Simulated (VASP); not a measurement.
The system is Zn.

```
Zn
1.0
     0.00000    1.96478    1.96478
     1.96478    0.00000    1.96478
     1.96478    1.96478    0.00000
Zn
1
Cartesian
  0.0000 0.0000 0.0000
```

Base run:

- Program: VASP 6.6.1
- Functional: r2SCAN
- Potentials or basis: VASP PAW PBE potentials, release 64 (Zn)
- Cutoff: 520 eV
- k mesh: 19 × 19 × 19
- Occupations: gaussian, width 0.1 eV
- Spin: no spin polarisation

Its results: band gap on the k mesh zero (band 6 reaches 4.98 eV, above the bottom of band 7 at 1.69 eV); pressure -4.1 GPa.

Task: The run is repeated on the same cell with these changes: k mesh from 19 × 19 × 19 to 7 × 7 × 7; occupations from gaussian, width 0.1 eV to fermi-dirac, width 0.05 eV. What comes out?

Result: Band gap on the k mesh zero (band 6 reaches 3.98 eV, above the bottom of band 7 at 2.33 eV); pressure -4.6 GPa.

Caveats: some runs use coarse meshes; the PAW data sets were made with another functional, which shifts forces and pressure a little.
